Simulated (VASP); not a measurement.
# Ge (I4_1/amd) in VASP: notebook, part 2 of 2

VASP 6.6.1.

## (3) Single point, PBE (15.45 Å³/atom)

Input file INCAR:

```
SYSTEM = Ge
ALGO = Normal
EDIFF = 1E-7
ENCUT = 520
GGA = PE
ISIF = 2
ISMEAR = -1
LASPH = .True.
LCHARG = .False.
LREAL = .False.
LWAVE = .False.
NBANDS = 21
NELM = 60
PREC = Accurate
SIGMA = 0.1
```

Input file KPOINTS:

```
k-points
0
Gamma
  17 17 17
  0 0 0
```

Input file POSCAR:

```
Ge
1.0
   -2.4207622261      2.4207622261      1.3181149128
    2.4207622261     -2.4207622261      1.3181149128
    2.4207622261      2.4207622261     -1.3181149128
Ge
2
Direct
   -0.3750000000     -0.1250000000     -0.2500000000
    0.3750000000      0.1250000000      0.2500000000
```

Potentials or basis: VASP PAW PBE potentials, release 64 (Ge_d).

The run is started by

```
> cat potpaw_PBE.64/Ge_d/POTCAR > POTCAR
> mpirun -np 1 vasp_std > vasp.out
```

Run time: 1.8 min. Hardware: 1 thread of AMD EPYC 9R45 (Zen 5), shared host; peak memory 0.29 GiB.

The run converged. Its results:

| Item | Value |
| --- | --- |
| Free energy | -8.0882 eV |
| Pressure | 25.5 GPa |
| Band gap on the k mesh | zero (bands 14 and 15 overlap by 6.51 eV) |

Levels at points of the mesh, in eV from the Fermi level:
| k point | band 10 | band 11 | band 12 | band 13 | band 14 | band 15 | band 16 | band 17 | band 18 | band 19 |
| --- | --- | --- | --- | --- | --- | --- | --- | --- | --- | --- |
| (0.00, 0.00, 0.00) | -24.53 | -15.05 | -3.39 | -2.92 | -2.92 | 2.83 | 8.91 | 8.91 | 9.61 | 9.92 |

Caveat: the cell stands under pressure.

## (4) Single point, PBE

This run uses another cell than the first one, of 17.38 Å³/atom.

Input file INCAR:

```
PREC     = Accurate       # precision mode
ENCUT    = 520            # plane-wave cutoff, eV
EDIFF    = 1E-7           # SCF threshold, eV
ISMEAR   = -1             # smearing method
SIGMA    = 0.1            # smearing width, eV
LREAL    = False          # projectors in reciprocal space
LASPH    = True           # aspherical terms in the spheres
NELM     = 100            # most SCF steps
ALGO     = Normal         # electronic algorithm
ISIF     = 2              # what is computed and relaxed
LWAVE    = False          # write WAVECAR
LCHARG   = False          # write CHGCAR
GGA      = PE             # functional
NBANDS   = 21             # bands
```

Input file KPOINTS:

```
regular mesh
0
Gamma
  17 17 17
```

Input file POSCAR:

```
Ge
1.0
   -2.5143560782      2.5143560782      1.3745372083
    2.5143560782     -2.5143560782      1.3745372083
    2.5143560782      2.5143560782     -1.3745372083
Ge
2
Direct
   -0.3750000000     -0.1250000000     -0.2500000000
    0.3750000000      0.1250000000      0.2500000000
```

The run is started by

```
> cat potpaw_PBE.64/Ge_d/POTCAR > POTCAR
> mpirun -np 1 vasp_std > vasp.out
```

It took 1.8 min on 1 thread of AMD EPYC 9R45 (Zen 5), shared host; peak memory 0.31 GiB.

It converged, with:

```yaml
Free_energy: -8.4885 eV
Pressure: 9.2 GPa
Band_gap_on_the_k_mesh: zero (bands 14 and 15 overlap by 5.61 eV)
```

Levels at points of the mesh, in eV from the Fermi level:
```
           k point  band 12  band 13  band 14  band 15  band 16  band 17
(0.00, 0.00, 0.00)    -3.74    -2.49    -2.49     3.18     8.12     8.12
```

Caveat: the cell stands under pressure.

## (5) Single point, PBE (17.38 Å³/atom)

This run uses another cell than the first one, of 17.38 Å³/atom.

Input file INCAR:

```
SYSTEM = Ge
PREC     = Accurate       ! precision mode
ENCUT    = 520            ! plane-wave cutoff, eV
EDIFF    = 1E-6           ! SCF threshold, eV
ISMEAR   = -1             ! smearing method
SIGMA    = 0.1            ! smearing width, eV
LREAL    = .FALSE.        ! projectors in reciprocal space
LASPH    = .TRUE.         ! aspherical terms in the spheres
NELM     = 100            ! most SCF steps
ALGO     = Normal         ! electronic algorithm
ISIF     = 2              ! what is computed and relaxed
LWAVE    = .FALSE.        ! write WAVECAR
LCHARG   = .FALSE.        ! write CHGCAR
GGA      = PE             ! functional
NBANDS   = 21             ! bands
```

Input file KPOINTS:

```
regular mesh
0
G
  17 17 17
  0 0 0
```

POSCAR is that of step 4.

Potentials or basis: VASP PAW PBE potentials, release 64 (Ge_d).

The run is started by

```
> cat potpaw_PBE.64/Ge_d/POTCAR > POTCAR
> mpirun -np 1 vasp_std > vasp.out
```

OUTCAR:

```text
SYSTEM = Ge
   PREC = Accurate
   ENCUT = 520
   EDIFF = 1E-6
   ISMEAR = -1
   LREAL = .FALSE.
   LASPH = .TRUE.
   NELM = 100
   ISIF = 2
   GGA = PE

 ion  position               nearest neighbor table
   1  0.625  0.875  0.750-   2 2.61   2 2.61   2 2.61   2 2.61
   2  0.375  0.125  0.250-   1 2.61   1 2.61   1 2.61   1 2.61

  LATTYP: Found a body centered tetragonal cell.
 ALAT       =     5.0287121564
 C/A-ratio  =     0.5466756360

  Lattice vectors:

[... 761 lines left out ...]

 [... further k-points ...]

------------------------ aborting loop because EDIFF is reached ----------------------------------------

  FORCE on cell =-STRESS in cart. coord.  units (eV):
  Direction    XX          YY          ZZ          XY          YZ          ZX
  --------------------------------------------------------------------------------------
  -------------------------------------------------------------------------------------
  Total        1.9499709      1.9499709      1.9540073      0.0000000      0.0000000      0.0000000
  in kB       89.8811600     89.8811600     90.0672119      0.0000000      0.0000000      0.0000000
  external PRESSURE =      89.9431773 kB  Pullay stress =       0.0000000 kB

 VOLUME and BASIS-vectors are now :
 -----------------------------------------------------------------------------
  energy-cutoff  :      520.00
  volume of cell :       34.76
      direct lattice vectors                 reciprocal lattice vectors
    -2.514356078  2.514356078  1.374537208     0.000000000  0.198858071  0.363758796
     2.514356078 -2.514356078  1.374537208     0.198858071  0.000000000  0.363758796
     2.514356078  2.514356078 -1.374537208     0.198858071  0.198858071  0.000000000

 POSITION                                       TOTAL-FORCE (eV/Angst)
 -----------------------------------------------------------------------------------
      2.51436      1.25718      1.03090         0.000000      0.000000     -0.000000
      0.00000      1.25718      0.34363        -0.000000     -0.000000      0.000000
 -----------------------------------------------------------------------------------
    total drift:                                0.000000      0.000000     -0.000000

  FREE ENERGIE OF THE ION-ELECTRON SYSTEM (eV)
  ---------------------------------------------------
  free  energy   TOTEN  =        -8.4885451460 eV

  energy  without entropy=       -8.4665922690  energy(sigma->0) =       -8.47756871
```

Run time: 1.8 min. Hardware: 1 thread of AMD EPYC 9R45 (Zen 5), shared host; peak memory 0.3 GiB.

What came out:

```yaml
Free_energy: -8.4885 eV
Pressure: 9.0 GPa
Band_gap_on_the_k_mesh: zero (bands 14 and 15 overlap by 5.61 eV)
```

Caveat: the cell stands under pressure.

## (6) Single point, PBE

This run uses another cell than the first one, of 7.72 Å³/atom.

Input file INCAR:

```
ALGO = Normal
EDIFF = 1E-6
ENCUT = 520
GGA = PE
ISIF = 2
ISMEAR = -1
LASPH = True
LCHARG = False
LREAL = False
LWAVE = False
NBANDS = 21
NELM = 60
PREC = Accurate
SIGMA = 0.1
```

Input file KPOINTS:

```
k-points
0
Gamma
  17 17 17
```

Input file POSCAR:

```
Ge
1.0
   -1.9269744595      1.9269744595      1.0401012750
    1.9269744595     -1.9269744595      1.0401012750
    1.9269744595      1.9269744595     -1.0401012750
Ge
2
Direct
   -0.3750000000     -0.1250000000     -0.2500000000
    0.3750000000      0.1250000000      0.2500000000
```

Potentials or basis: VASP PAW PBE potentials, release 64 (Ge_d).

The run is started by

```
> cat potpaw_PBE.64/Ge_d/POTCAR > POTCAR
> mpirun -np 1 vasp_std > vasp.out
```

It took 3.4 min on 1 thread of Intel Xeon 8259CL, shared host; peak memory 0.23 GiB.

Results (log left out):

| Quantity | Value |
| --- | --- |
| Free energy | 7.5138 eV |
| Pressure | 522.2 GPa |
| Band gap on the k mesh | zero (bands 14 and 15 overlap by 12.11 eV) |

Stress tensor (GPa, compression positive):
```
523.40   0.00   0.00
  0.00 523.40   0.00
  0.00   0.00 519.83
```

Levels at points of the mesh, in eV from the Fermi level:
```csv
k point,band 10,band 11,band 12,band 13,band 14,band 15,band 16,band 17,band 18,band 19
"(0.00, 0.00, 0.00)",-26.30,-25.29,-6.62,-6.62,-0.51,-0.02,13.98,13.98,16.70,18.60
```

Caveat: the cell stands under pressure.

## (7) Overview

```csv
cell,gap on the mesh (eV),pressure (GPa)
"a = 3.668 Å, angles 97.4, 97.4, 137.9°, 2 atoms",none,25.5
"a = 3.812 Å, angles 97.5, 97.5, 137.7°, 2 atoms",none,9.0
"a = 2.917 Å, angles 97.3, 97.3, 138.2°, 2 atoms",none,522.2
```

Alike in all rows: task single point; level PBE; potentials or basis VASP PAW PBE potentials, release 64 (Ge_d); no spin polarisation; k mesh 17 × 17 × 17; cutoff (eV) 520; smearing fermi-dirac 0.1 eV.

Caveats: the cell stands under pressure.

Total energies depend on the potentials used, so only differences within one code and one set of settings carry meaning.
